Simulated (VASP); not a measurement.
# Zn (P6_3/mmc) in VASP: single point with PBE

Aim: the single point of Zn with PBE.

Everything below comes from runs of VASP 6.6.1. Logs are shortened: lines on timing, memory, paths and dates and some standing lists are left out, and cuts for length are marked.

## 1. The cell of the first run

The structure is hexagonal, space group P6_3/mmc (No. 194). Conventional cell: a = 2.442 Å, b = 2.442 Å, c = 5.892 Å, α = 90.00°, β = 90.00°, γ = 120.00°. Zn (site symmetry -6m2) has 6 Zn at 2.44 Å within 3.2 Å.

## 2. Single point, PBE

Input file INCAR:

```
ALGO     = Fast           # electronic algorithm
EDIFF    = 1E-7           # SCF threshold, eV
ENCUT    = 520            # plane-wave cutoff, eV
GGA      = PE             # functional
ISIF     = 2              # what is computed and relaxed
ISMEAR   = 0              # smearing method
LASPH    = T              # aspherical terms in the spheres
LCHARG   = F              # write CHGCAR
LREAL    = F              # projectors in reciprocal space
LWAVE    = F              # write WAVECAR
NBANDS   = 19             # bands
NELM     = 60             # most SCF steps
PREC     = Accurate       # precision mode
SIGMA    = 0.15           # smearing width, eV
```

Input file KPOINTS:

```
k-points
0
Gamma
  24 24 12
```

Input file POSCAR:

```
Zn
1.0
    2.4416487358      0.0000000000      0.0000000000
   -1.2208243679      2.1145298323      0.0000000000
    0.0000000000      0.0000000000      5.8922044479
Zn
2
Direct
    0.3333333333      0.6666666667      0.2500000000
    0.6666666667      0.3333333333      0.7500000000
```

Potentials or basis: VASP PAW PBE potentials, release 64 (Zn).

Command:

```sh
$ cat potpaw_PBE.64/Zn/POTCAR > POTCAR
$ mpirun -np 1 vasp_std > vasp.out
```

OUTCAR:

```text
EDIFF = 1E-7
   ENCUT = 520
   GGA = PE
   ISIF = 2
   ISMEAR = 0
   LASPH = T
   LREAL = F
   NELM = 60
   PREC = Accurate

 ion  position               nearest neighbor table
   1  0.333  0.667  0.250-
   2  0.667  0.333  0.750-

  LATTYP: Found a hexagonal cell.
 ALAT       =     2.4416487358
 C/A-ratio  =     2.4132072568

  Lattice vectors:

 A1 = (   2.4416487358,   0.0000000000,   0.0000000000)
 A2 = (  -1.2208243679,   2.1145298323,   0.0000000000)
 A3 = (   0.0000000000,   0.0000000000,   5.8922044479)

Analysis of symmetry for initial positions (statically):
=====================================================================
 Subroutine PRICEL returns:
 Original cell was already a primitive cell.

 Routine SETGRP: Setting up the symmetry group for a
 hexagonal supercell.

 Subroutine GETGRP returns: Found 24 space group operations
 (whereof 12 operations were pure point group operations)
 out of a pool of 24 trial point group operations.

The static configuration has the point symmetry D_3d.
 The point group associated with its full space group is D_6h.

Analysis of symmetry for dynamics (positions and initial velocities):
=====================================================================
 Subroutine PRICEL returns:
 Original cell was already a primitive cell.

 Routine SETGRP: Setting up the symmetry group for a
 hexagonal supercell.

 Subroutine GETGRP returns: Found 24 space group operations
 (whereof 12 operations were pure point group operations)
 out of a pool of 24 trial point group operations.

The dynamic configuration has the point symmetry D_3d.
 The point group associated with its full space group is D_6h.

 Subroutine INISYM returns: Found 24 space group operations
 (whereof 12 operations are pure point group operations),
 and found     1 'primitive' translations

----------------------------------------------------------------------------------------

                                     Primitive cell

  volume of cell :      30.4211

  direct lattice vectors                    reciprocal lattice vectors
     2.441648736  0.000000000  0.000000000     0.409559322  0.236459185  0.000000000
    -1.220824368  2.114529832  0.000000000     0.000000000  0.472918369  0.000000000
     0.000000000  0.000000000  5.892204448     0.000000000  0.000000000  0.169715767

  length of vectors
     2.441648736  2.441648736  5.892204448     0.472918369  0.472918369  0.169715767

  position of ions in fractional coordinates (direct lattice)
     0.333333333  0.666666667  0.250000000
     0.666666667  0.333333333  0.750000000

  ion indices of the primitive-cell ions
   primitive index   ion index
                 1           1
                 2           2

----------------------------------------------------------------------------------------

 KPOINTS: k-points

Automatic generation of k-mesh.
 Grid dimensions read from file:
 generate k-points for:   24   24   12

 Generating k-lattice:

  Cartesian coordinates                     Fractional coordinates (reciprocal lattice)
     0.017064972  0.009852466  0.000000000     0.041666667 -0.000000000  0.000000000
     0.000000000  0.019704932  0.000000000     0.000000000  0.041666667  0.000000000
     0.000000000  0.000000000  0.014142981     0.000000000  0.000000000  0.083333333

  Length of vectors
     0.019704932  0.019704932  0.014142981

  Shift w.r.t. Gamma in fractional coordinates (k-lattice)
     0.000000000  0.000000000  0.000000000

 Subroutine IBZKPT returns following result:
 ===========================================

 Found    427 irreducible k-points:

 Following reciprocal coordinates:
            Coordinates               Weight
  0.000000  0.000000  0.000000      1.000000
  0.041667  0.000000  0.000000      6.000000
  0.083333 -0.000000  0.000000      6.000000
  0.125000  0.000000  0.000000      6.000000
  0.166667 -0.000000  0.000000      6.000000
  0.208333  0.000000  0.000000      6.000000
[... 16 lines left out ...]
  0.416667  0.041667  0.000000     12.000000
  0.458333  0.041667  0.000000     12.000000
 [... further k-points ...]
   k-points           NKPTS =    427   k-points in BZ     NKDIM =    427   number of bands    NBANDS=     19
   number of dos      NEDOS =    301   number of ions     NIONS =      2
   total plane-waves  NPLWV =  15552
   dimension x,y,z NGX =    18 NGY =   18 NGZ =   48
   dimension x,y,z NGXF=    36 NGYF=   36 NGZF=   96
   ions per type =               2
   NGX,Y,Z   is equivalent  to a cutoff of  12.26, 12.26, 13.54 a.u.
   NGXF,Y,Z  is equivalent  to a cutoff of  24.51, 24.51, 27.09 a.u.
 SYSTEM =  unknown system
   PREC   = accura    normal or accurate (medium, high low for compatibility)
   ISTART =      0    job   : 0-new  1-cont  2-samecut
   ICHARG =      2    charge: 1-file 2-atom 10-const
   ISPIN  =      1    spin polarized calculation?
   LNONCOLLINEAR =      F non collinear calculations
   LSORBIT =      F    spin-orbit coupling
   LASPH  =      T    aspherical Exc in radial PAW
   ENCUT  =  520.0 eV  38.22 Ry    6.18 a.u.   4.54  4.54 10.96*2*pi/ulx,y,z
   NELM   =     60;   NELMIN=  2; NELMDL= -5     # of ELM steps
   EDIFF  = 0.1E-06   stopping-criterion for ELM
   LREAL  =      F    real-space projection
   EDIFFG = 0.1E-05   stopping-criterion for IOM
   NSW    =      0    number of steps for IOM
   IBRION =     -1    ionic relax: 0-MD 1-quasi-New 2-CG
   NFREE  =      0    steps in history (QN), initial steepest desc. (CG)
   ISIF   =      2    stress and relaxation
   ISYM   =      2    0-nonsym 1-usesym 2-fastsym
   POTIM  = 0.5000    time-step for ionic-motion
   TEBEG  =    0.0;   TEEND  =   0.0 temperature during run
   PSTRESS=    0.0 pullay stress
   NELECT =      24.0000    total number of electrons
   NUPDOWN=      -1.0000    fix difference up-down
   EMIN   =  10.00;   EMAX   =-10.00  energy-range for DOS
   EFERMI =   0.00;   METHOD = LEGACY
   ISMEAR =     0;   SIGMA  =   0.15  broadening in eV -4-tet -1-fermi 0-gaus
   EFERMI_NEDOS =   21; number of points for ismear=-14 and -15
   IALGO  =     68    algorithm
   IMIX   =      4    mixing-type and parameters
     AMIX     =   0.40;   BMIX     =  1.00
     AMIX_MAG =   1.60;   BMIX_MAG =  1.00
  volume/ion in A,a.u.               =      15.21       102.65
  Fermi-wavevector in a.u.,A,eV,Ry     =   1.512703  2.858594 31.133805  2.288270
  Thomas-Fermi vector in A             =   2.622592
   LORBIT       =      0    0 simple, 1 ext, 2 COOP (PROOUT), +10 PAW based schemes
   GGA     = PE    functional components
   LHFCALC =     F    Hartree Fock is set to
   AEXX    =    0.0000 exact exchange contribution
   IVDW    =     0    specifies the selected vdW correction
   LEPSILON=     F    determine dielectric tensor
   LRPA    =     F    only Hartree local field effects (RPA)
 non-spin polarized calculation
 RMM-DIIS sequential band-by-band and
 Gauss-broadening in eV      SIGMA  =   0.15
  energy-cutoff  :      520.00
  volume of cell :       30.42
 maximum number of plane-waves:       843
   NGX =  9   NGY =  9   NGZ = 21

 number of electron      24.0000038 magnetization

 Free energy of the ion-electron system (eV)
  ---------------------------------------------------
  ext. energy  EPLUGINS =         0.00000000
  ---------------------------------------------------
  free energy    TOTEN  =        -1.93755886 eV

  energy without entropy =       -1.93196595  energy(sigma->0) =       -1.93476240

 E-fermi :   2.7771     XC(G=0): -11.4157

 val. band max:        2.7677446895   @ k =   0.2917   0.2083   0.0000
 cond. band min:       2.7810597322   @ k =   0.3333   0.1667   0.0000
 fundamental gap:      0.0133150427
 Fermi energy:         2.7770500782

 k-point     1 :       0.0000    0.0000    0.0000
  band No.  band energies     occupation
      1      -7.6115      2.00000
      2      -6.5186      2.00000
      3      -5.2502      2.00000
      4      -4.9099      2.00000
      5      -4.9099      2.00000
      6      -4.8996      2.00000
[... 11 lines left out ...]
     18      26.4282      0.00000
     19      26.9639      0.00000

 k-point     2 :       0.0417    0.0000    0.0000
  band No.  band energies     occupation
      1      -7.5489      2.00000
      2      -6.4747      2.00000
      3      -5.2378      2.00000
      4      -4.9211      2.00000
      5      -4.9105      2.00000
      6      -4.8916      2.00000
[... 11 lines left out ...]
     18      25.7286      0.00000
     19      27.0385      0.00000

 k-point     3 :       0.0833   -0.0000    0.0000
  band No.  band energies     occupation
      1      -7.3632      2.00000
      2      -6.3485      2.00000
      3      -5.2016      2.00000
      4      -4.9520      2.00000
      5      -4.9399      2.00000
      6      -4.8374      2.00000
[... 11 lines left out ...]
     18      24.6969      0.00000
     19      25.9485      0.00000

 k-point     4 :       0.1250    0.0000    0.0000
  band No.  band energies     occupation
      1      -7.0618      2.00000
      2      -6.1576      2.00000
      3      -5.1441      2.00000
      4      -4.9935      2.00000
      5      -4.9773      2.00000
      6      -4.7502      2.00000
[... 11 lines left out ...]
     18      23.0426      0.00000
     19      24.9438      0.00000

 k-point     5 :       0.1667   -0.0000    0.0000
  band No.  band energies     occupation
      1      -6.6653      2.00000
      2      -5.9398      2.00000
      3      -5.0727      2.00000
      4      -5.0228      2.00000
      5      -4.9950      2.00000
      6      -4.6447      2.00000
[... 11 lines left out ...]
     18      21.9126      0.00000
     19      22.8883      0.00000

 k-point     6 :       0.2083    0.0000    0.0000
  band No.  band energies     occupation
      1      -6.2359      2.00000
      2      -5.7639      2.00000
      3      -5.0153      2.00000
      4      -4.9538      2.00000
      5      -4.9435      2.00000
      6      -4.8140      2.00000
[... 11 lines left out ...]
     18      20.7333      0.00000
     19      20.8828      0.00000

 k-point     7 :       0.2500    0.0000    0.0000
  band No.  band energies     occupation
      1      -5.9281      2.00000
      2      -5.6985      2.00000
      3      -4.9660      2.00000
      4      -4.9087      2.00000
      5      -4.8315      2.00000
      6      -4.6823      2.00000
[... 11 lines left out ...]
     18      18.7207      0.00000
     19      19.9629      0.00000

 k-point     8 :       0.2917   -0.0000    0.0000
  band No.  band energies     occupation
      1      -5.8350      2.00000
      2      -5.7253      2.00000
      3      -5.0957      2.00000
      4      -4.8049      2.00000
      5      -4.7858      2.00000
      6      -4.6718      2.00000
[... 256 lines left out ...]
 k-point    20 :       0.2917    0.0417    0.0000
  band No.  band energies     occupation
      1      -5.8051      2.00000
      2      -5.7288      2.00000
      3      -5.1503      2.00000
      4      -4.8623      2.00000
      5      -4.7365      2.00000
      6      -4.6159      2.00000
[... 11 lines left out ...]
     18      16.7009      0.00000
     19      17.9868      0.00000

 k-point    21 :       0.3333    0.0417    0.0000
  band No.  band energies     occupation
      1      -5.8469      2.00000
      2      -5.7992      2.00000
      3      -5.2401      2.00000
      4      -4.9642      2.00000
      5      -4.6356      2.00000
      6      -4.4636      2.00000
[... 11 lines left out ...]
     18      17.0480      0.00000
     19      17.6250      0.00000

 k-point    22 :       0.3750    0.0417    0.0000
  band No.  band energies     occupation
      1      -5.8975      2.00000
      2      -5.8645      2.00000
      3      -5.3055      2.00000
      4      -5.0469      2.00000
      5      -4.5537      2.00000
      6      -4.3885      2.00000
[... 11 lines left out ...]
     18      16.8529      0.00000
     19      18.1141      0.00000

 k-point    23 :       0.4167    0.0417    0.0000
  band No.  band energies     occupation
      1      -5.9378      2.00000
      2      -5.9132      2.00000
      3      -5.3476      2.00000
      4      -5.1054      2.00000
      5      -4.4946      2.00000
      6      -4.4037      2.00000
[... 11 lines left out ...]
     18      17.2181      0.00000
     19      18.8511      0.00000

 k-point    24 :       0.4583    0.0417    0.0000
  band No.  band energies     occupation
      1      -5.9596      2.00000
      2      -5.9392      2.00000
      3      -5.3681      2.00000
      4      -5.1358      2.00000
      5      -4.4633      2.00000
      6      -4.4115      2.00000
[... 11 lines left out ...]
     18      18.2911      0.00000
     19      19.2596      0.00000

 [... further k-points ...]
[... 5 lines left out ...]
  --------------------------------------------------------------------------------------
  -------------------------------------------------------------------------------------
  Total        3.8039177      3.8039177     -0.4215123      0.0000000      0.0000000     -0.0000000
  in kB      200.3396397    200.3396397    -22.1996448      0.0000000      0.0000000     -0.0000000
  external PRESSURE =     126.1598782 kB  Pullay stress =       0.0000000 kB

 VOLUME and BASIS-vectors are now :
 -----------------------------------------------------------------------------
  energy-cutoff  :      520.00
  volume of cell :       30.42
      direct lattice vectors                 reciprocal lattice vectors
     2.441648736  0.000000000  0.000000000     0.409559322  0.236459185  0.000000000
    -1.220824368  2.114529832  0.000000000     0.000000000  0.472918369  0.000000000
     0.000000000  0.000000000  5.892204448     0.000000000  0.000000000  0.169715767

 POSITION                                       TOTAL-FORCE (eV/Angst)
 -----------------------------------------------------------------------------------
     -0.00000      1.40969      1.47305         0.000000      0.000000      0.000000
      1.22082      0.70484      4.41915         0.000000      0.000000      0.000000
 -----------------------------------------------------------------------------------
    total drift:                               -0.000000      0.000000      0.000000

  FREE ENERGIE OF THE ION-ELECTRON SYSTEM (eV)
  ---------------------------------------------------
  free  energy   TOTEN  =        -1.9375588600 eV

  energy  without entropy=       -1.9319659464  energy(sigma->0) =       -1.93476240
```

Wall time 88 s (1 thread of Intel Xeon 6975P-C (Granite Rapids), shared host); peak memory 0.29 GiB.

What came out:

| Quantity | Value |
| --- | --- |
| Free energy | -1.9376 eV |
| Pressure | 12.6 GPa |
| Band gap on the k mesh | zero (band 12 reaches 5.41 eV, above the bottom of band 13 at -1.30 eV) |

Levels at points of the mesh, in eV from the Fermi level:
| k point | band 9 | band 10 | band 11 | band 12 | band 13 | band 14 | band 15 | band 16 |
| --- | --- | --- | --- | --- | --- | --- | --- | --- |
| (0.00, 0.00, 0.00) | -6.95 | -6.91 | -6.91 | -5.22 | -4.08 | 6.55 | 11.01 | 23.26 |
| (0.50, 0.00, 0.00) | -6.51 | -6.51 | -1.76 | -0.86 | 2.14 | 3.73 | 4.47 | 6.14 |
| (0.00, 0.00, 0.50) | -6.93 | -6.93 | -6.93 | -6.93 | 0.82 | 0.82 | 18.63 | 18.63 |
| (0.50, 0.00, 0.50) | -6.51 | -6.51 | -1.22 | -1.22 | 1.72 | 1.72 | 8.10 | 8.10 |
